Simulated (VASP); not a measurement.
# Cr (P6_3/mmc) in VASP: further runs

Runs on Cr. Level: BLYP. Tasks: single point.

Everything below comes from runs of VASP 6.6.1. Logs are shortened: lines on timing, memory, paths and dates and some standing lists are left out, and cuts for length are marked.

## 1. The cell of the first run

Symmetry: P6_3/mmc, No. 194, hexagonal system. The conventional cell has a = 2.412 Å, b = 2.412 Å, c = 8.594 Å, α = 90.00°, β = 90.00°, γ = 120.00°. Within 3.2 Å of Cr (site symmetry -3m) lie 12 Cr at 2.41 to 2.56 Å. Within 3.2 Å of Cr (site symmetry -6m2) lie 12 Cr at 2.41 to 2.56 Å.

## 2. Single point, BLYP, collinear spin, ferromagnetic start (volume scaled by 0.88)

INCAR

```
SYSTEM = Cr
PREC     = Accurate       ! precision mode
ENCUT    = 520            ! plane-wave cutoff, eV
EDIFF    = 1E-6           ! SCF threshold, eV
ISMEAR   = -1             ! smearing method
SIGMA    = 0.05           ! smearing width, eV
LREAL    = .False.        ! projectors in reciprocal space
LASPH    = .True.         ! aspherical terms in the spheres
NELM     = 150            ! most SCF steps
ALGO     = Normal         ! electronic algorithm
ISIF     = 2              ! what is computed and relaxed
LWAVE    = .False.        ! write WAVECAR
LCHARG   = .False.        ! write CHGCAR
ISPIN    = 2              ! spin polarisation
MAGMOM   = 1.5 1.5 1.5 1.5 ! initial moments
LORBIT   = 11             ! projections on sites
LMAXMIX  = 4              ! l up to which the mixer works
GGA      = B5             ! functional
ALDAX    = 1.0          
AGGAX    = 1.0          
AGGAC    = 1.0          
ALDAC    = 0.0          
NBANDS   = 36             ! bands
```

KPOINTS

```
Automatic mesh
0
Gamma
  16 16 4
  0 0 0
```

POSCAR

```
Cr
1.0
    2.4117807917      0.0000000000      0.0000000000
   -1.2058903959      2.0886634340      0.0000000000
    0.0000000000      0.0000000000      8.5938500403
Cr
4
Direct
    1.0000000000      1.0000000000      0.0000000000
    1.0000000000      0.0000000000      0.5000000000
    0.3333333333      0.6666666667      0.2500000000
    0.6666666667      0.3333333333      0.7500000000
```

Potentials or basis: VASP PAW PBE potentials, release 64 (Cr_pv).

Run with:

```sh
> cat potpaw_PBE.64/Cr_pv/POTCAR > POTCAR
> mpirun -np 1 vasp_std > vasp.out
```

OUTCAR:

```text
SYSTEM = Cr
   PREC = Accurate
   ENCUT = 520
   EDIFF = 1E-6
   ISMEAR = -1
   LREAL = .False.
   LASPH = .True.
   NELM = 150
   ISIF = 2
   ISPIN = 2
   LORBIT = 11
   GGA = B5

 ion  position               nearest neighbor table
   1  0.000  0.000  0.000-   3 2.56   4 2.56   4 2.56   3 2.56   4 2.56   3 2.56
   2  0.000  0.000  0.500-   3 2.56   4 2.56   4 2.56   3 2.56   4 2.56   3 2.56
   3  0.333  0.667  0.250-   1 2.56   2 2.56   1 2.56   2 2.56   1 2.56   2 2.56
   4  0.667  0.333  0.750-   1 2.56   2 2.56   1 2.56   2 2.56   1 2.56   2 2.56

  LATTYP: Found a hexagonal cell.
 ALAT       =     2.4117807917
 C/A-ratio  =     3.5632799091

  Lattice vectors:

 A1 = (   2.4117807917,   0.0000000000,   0.0000000000)
 A2 = (  -1.2058903959,   2.0886634340,   0.0000000000)
 A3 = (   0.0000000000,   0.0000000000,   8.5938500403)

Analysis of symmetry for initial positions (statically):
=====================================================================
 Subroutine PRICEL returns:
 Original cell was already a primitive cell.

 Routine SETGRP: Setting up the symmetry group for a
 hexagonal supercell.

 Subroutine GETGRP returns: Found 24 space group operations
 (whereof 12 operations were pure point group operations)
 out of a pool of 24 trial point group operations.

The static configuration has the point symmetry D_3d.
 The point group associated with its full space group is D_6h.

Analysis of symmetry for dynamics (positions and initial velocities):
=====================================================================
 Subroutine PRICEL returns:
 Original cell was already a primitive cell.

 Routine SETGRP: Setting up the symmetry group for a
 hexagonal supercell.

 Subroutine GETGRP returns: Found 24 space group operations
 (whereof 12 operations were pure point group operations)
 out of a pool of 24 trial point group operations.

The dynamic configuration has the point symmetry D_3d.
 The point group associated with its full space group is D_6h.

Analysis of structural, dynamic, and magnetic symmetry:
=====================================================================
 Subroutine PRICEL returns:
 Original cell was already a primitive cell.

 Routine SETGRP: Setting up the symmetry group for a
 hexagonal supercell.

 Subroutine GETGRP returns: Found 24 space group operations
 (whereof 12 operations were pure point group operations)
 out of a pool of 24 trial point group operations.

The overall configuration has the point symmetry D_3d.
 The point group associated with its full space group is D_6h.

 Subroutine INISYM returns: Found 24 space group operations
 (whereof 12 operations are pure point group operations),
 and found     1 'primitive' translations

----------------------------------------------------------------------------------------

                                     Primitive cell

  volume of cell :      43.2906

  direct lattice vectors                    reciprocal lattice vectors
     2.411780792  0.000000000  0.000000000     0.414631381  0.239387539  0.000000000
    -1.205890396  2.088663434  0.000000000     0.000000000  0.478775079  0.000000000
     0.000000000  0.000000000  8.593850040     0.000000000  0.000000000  0.116362282

  length of vectors
     2.411780792  2.411780792  8.593850040     0.478775079  0.478775079  0.116362282

  position of ions in fractional coordinates (direct lattice)
     0.000000000  0.000000000  0.000000000
     0.000000000  0.000000000  0.500000000
     0.333333333  0.666666667  0.250000000
     0.666666667  0.333333333  0.750000000

  ion indices of the primitive-cell ions
   primitive index   ion index
                 1           1
                 2           2
                 3           3
                 4           4

----------------------------------------------------------------------------------------

 KPOINTS: Automatic mesh

Automatic generation of k-mesh.
 Grid dimensions read from file:
 generate k-points for:   16   16    4

 Generating k-lattice:

  Cartesian coordinates                     Fractional coordinates (reciprocal lattice)
     0.025914461  0.014961721  0.000000000     0.062500000  0.000000000  0.000000000
     0.000000000  0.029923442  0.000000000     0.000000000  0.062500000  0.000000000
     0.000000000  0.000000000  0.029090570     0.000000000  0.000000000  0.250000000

  Length of vectors
     0.029923442  0.029923442  0.029090570

  Shift w.r.t. Gamma in fractional coordinates (k-lattice)
     0.000000000  0.000000000  0.000000000

 Subroutine IBZKPT returns following result:
 ===========================================

 Found     90 irreducible k-points:

 Following reciprocal coordinates:
            Coordinates               Weight
  0.000000  0.000000  0.000000      1.000000
  0.062500  0.000000  0.000000      6.000000
  0.125000  0.000000  0.000000      6.000000
  0.187500  0.000000  0.000000      6.000000
  0.250000  0.000000  0.000000      6.000000
  0.312500 -0.000000  0.000000      6.000000
[... 16 lines left out ...]
  0.187500  0.187500  0.000000      6.000000
  0.250000  0.187500  0.000000     12.000000
 [... further k-points ...]
   k-points           NKPTS =     90   k-points in BZ     NKDIM =     90   number of bands    NBANDS=     36
   number of dos      NEDOS =    301   number of ions     NIONS =      4
   total plane-waves  NPLWV =  20736
   dimension x,y,z NGX =    18 NGY =   18 NGZ =   64
   dimension x,y,z NGXF=    36 NGYF=   36 NGZF=  128
   ions per type =               4
   NGX,Y,Z   is equivalent  to a cutoff of  12.41, 12.41, 12.38 a.u.
   NGXF,Y,Z  is equivalent  to a cutoff of  24.82, 24.82, 24.76 a.u.
 SYSTEM =  Cr
   PREC   = accura    normal or accurate (medium, high low for compatibility)
   ISTART =      0    job   : 0-new  1-cont  2-samecut
   ICHARG =      2    charge: 1-file 2-atom 10-const
   ISPIN  =      2    spin polarized calculation?
   LNONCOLLINEAR =      F non collinear calculations
   LSORBIT =      F    spin-orbit coupling
   LASPH  =      T    aspherical Exc in radial PAW
   ENCUT  =  520.0 eV  38.22 Ry    6.18 a.u.   4.48  4.48 15.98*2*pi/ulx,y,z
   NELM   =    150;   NELMIN=  2; NELMDL= -5     # of ELM steps
   EDIFF  = 0.1E-05   stopping-criterion for ELM
   LREAL  =      F    real-space projection
   EDIFFG = 0.1E-04   stopping-criterion for IOM
   NSW    =      0    number of steps for IOM
   IBRION =     -1    ionic relax: 0-MD 1-quasi-New 2-CG
   NFREE  =      0    steps in history (QN), initial steepest desc. (CG)
   ISIF   =      2    stress and relaxation
   ISYM   =      2    0-nonsym 1-usesym 2-fastsym
   POTIM  = 0.5000    time-step for ionic-motion
   TEBEG  =    0.0;   TEEND  =   0.0 temperature during run
   PSTRESS=    0.0 pullay stress
   NELECT =      48.0000    total number of electrons
   NUPDOWN=      -1.0000    fix difference up-down
   EMIN   =  10.00;   EMAX   =-10.00  energy-range for DOS
   EFERMI =   0.00;   METHOD = LEGACY
   ISMEAR =    -1;   SIGMA  =   0.05  broadening in eV -4-tet -1-fermi 0-gaus
   EFERMI_NEDOS =   21; number of points for ismear=-14 and -15
   IALGO  =     38    algorithm
   IMIX   =      4    mixing-type and parameters
     AMIX     =   0.40;   BMIX     =  1.00
     AMIX_MAG =   1.60;   BMIX_MAG =  1.00
  volume/ion in A,a.u.               =      10.82        73.03
  Fermi-wavevector in a.u.,A,eV,Ry     =   1.694431  3.202010 39.063638  2.871096
  Thomas-Fermi vector in A             =   2.775657
   LORBIT       =     11    0 simple, 1 ext, 2 COOP (PROOUT), +10 PAW based schemes
   GGA     = B5    functional components
   LHFCALC =     F    Hartree Fock is set to
   AEXX    =    0.0000 exact exchange contribution
   IVDW    =     0    specifies the selected vdW correction
   LEPSILON=     F    determine dielectric tensor
   LRPA    =     F    only Hartree local field effects (RPA)
 spin polarized calculation
  energy-cutoff  :      520.00
  volume of cell :       43.29
 maximum number of plane-waves:      1199
 NGX is ok and might be reduce to    18
   NGX =  9   NGY =  9   NGZ = 31

 number of electron      48.0000011 magnetization       0.0012316

 Free energy of the ion-electron system (eV)
  ---------------------------------------------------
  ext. energy  EPLUGINS =         0.00000000
  ---------------------------------------------------
  free energy    TOTEN  =       -31.27352008 eV

  energy without entropy =      -31.22736813  energy(sigma->0) =      -31.25044410

 E-fermi :  12.2429     XC(G=0): -13.4454

 val. band max:       12.2402660273   @ k =   0.3750   0.0000   0.2500
 cond. band min:      12.2467436058   @ k =   0.3750   0.1250   0.5000
 fundamental gap:      0.0064775785
 Fermi energy:        12.2429334676

 spin component 1

 k-point     1 :       0.0000    0.0000    0.0000
  band No.  band energies     occupation
      1     -31.0136      1.00000
      2     -30.5620      1.00000
      3     -30.5524      1.00000
      4     -30.0811      1.00000
      5     -29.9142      1.00000
      6     -29.9142      1.00000
[... 28 lines left out ...]
     35      14.7833      0.00000
     36      14.7833      0.00000

 k-point     2 :       0.0625    0.0000    0.0000
  band No.  band energies     occupation
      1     -30.9988      1.00000
      2     -30.5586      1.00000
      3     -30.5492      1.00000
      4     -30.0826      1.00000
      5     -29.9579      1.00000
      6     -29.9261      1.00000
[... 28 lines left out ...]
     35      14.7943      0.00000
     36      15.3068      0.00000
[... 817 lines left out ...]
     35      15.8249      0.00000
     36      19.4726      0.00000

 k-point    24 :       0.2500    0.1875    0.0000
  band No.  band energies     occupation
      1     -30.8397      1.00000
      2     -30.8199      1.00000
      3     -30.7527      1.00000
      4     -30.7171      1.00000
      5     -30.6097      1.00000
      6     -30.3646      1.00000
[... 28 lines left out ...]
     35      16.8588      0.00000
     36      19.4874      0.00000

 [... further k-points ...]

 spin component 2

 k-point     1 :       0.0000    0.0000    0.0000
  band No.  band energies     occupation
      1     -31.0134      1.00000
      2     -30.5617      1.00000
      3     -30.5524      1.00000
      4     -30.0810      1.00000
      5     -29.9140      1.00000
      6     -29.9140      1.00000
[... 28 lines left out ...]
     35      14.7835      0.00000
     36      14.7835      0.00000

 k-point     2 :       0.0625    0.0000    0.0000
  band No.  band energies     occupation
      1     -30.9986      1.00000
      2     -30.5583      1.00000
      3     -30.5492      1.00000
      4     -30.0825      1.00000
      5     -29.9577      1.00000
      6     -29.9259      1.00000
[... 28 lines left out ...]
     35      14.7944      0.00000
     36      15.3069      0.00000
[... 817 lines left out ...]
     35      15.8250      0.00000
     36      19.4661      0.00000

 k-point    24 :       0.2500    0.1875    0.0000
  band No.  band energies     occupation
      1     -30.8394      1.00000
      2     -30.8198      1.00000
      3     -30.7525      1.00000
      4     -30.7170      1.00000
      5     -30.6096      1.00000
      6     -30.3644      1.00000
[... 28 lines left out ...]
     35      16.8588      0.00000
     36      19.4800      0.00000

 [... further k-points ...]
[... 5 lines left out ...]
  --------------------------------------------------------------------------------------
  -------------------------------------------------------------------------------------
  Total       10.1202016     10.1202016      8.9076441     -0.0000000      0.0000000     -0.0000000
  in kB      374.5464459    374.5464459    329.6699562     -0.0000000      0.0000000     -0.0000000
  external PRESSURE =     359.5876160 kB  Pullay stress =       0.0000000 kB

 VOLUME and BASIS-vectors are now :
 -----------------------------------------------------------------------------
  energy-cutoff  :      520.00
  volume of cell :       43.29
      direct lattice vectors                 reciprocal lattice vectors
     2.411780792  0.000000000  0.000000000     0.414631381  0.239387539  0.000000000
    -1.205890396  2.088663434  0.000000000     0.000000000  0.478775079  0.000000000
     0.000000000  0.000000000  8.593850040     0.000000000  0.000000000  0.116362282

 POSITION                                       TOTAL-FORCE (eV/Angst)
 -----------------------------------------------------------------------------------
      0.00000      0.00000      0.00000        -0.000000      0.000000     -0.000000
      0.00000      0.00000      4.29693        -0.000000      0.000000     -0.000000
     -0.00000      1.39244      2.14846         0.000000      0.000000     -0.000000
      1.20589      0.69622      6.44539        -0.000000     -0.000000      0.000000
 -----------------------------------------------------------------------------------
    total drift:                                0.000000     -0.000000      0.000000

  FREE ENERGIE OF THE ION-ELECTRON SYSTEM (eV)
  ---------------------------------------------------
  free  energy   TOTEN  =       -31.2735200769 eV

  energy  without entropy=      -31.2273681322  energy(sigma->0) =      -31.25044410

 total charge

# of ion       s       p       d       tot
------------------------------------------
    1        0.439   6.415   4.394  11.248
    2        0.439   6.415   4.394  11.248
    3        0.440   6.417   4.387  11.244
    4        0.440   6.417   4.387  11.244
--------------------------------------------------
tot          1.759  25.664  17.563  44.985

 magnetization (x)

# of ion       s       p       d       tot
------------------------------------------
    1       -0.000  -0.000  -0.000  -0.000
    2       -0.000  -0.000  -0.000  -0.000
    3        0.000   0.000   0.000   0.000
    4        0.000   0.000   0.000   0.000
--------------------------------------------------
tot         -0.000   0.000   0.000   0.000
```

Wall time 2 min (1 thread of Intel Xeon 6975P-C (Granite Rapids), shared host); peak memory 0.29 GiB.

Results:

| Item | Value |
| --- | --- |
| Free energy | -31.2735 eV |
| Pressure | 36.0 GPa |
| Band gap on the k mesh | zero (filled and empty bands overlap) |
| Net moment | 0.00 μB per cell |
| Valence electrons inside the program's atomic spheres | Cr 11.25, 11.24 |

Caveat: the starting moments collapsed, and a magnetic state may lie lower; the PAW data sets were made with another functional, which shifts forces and pressure a little.

(Part 1 of 2 ends here.)
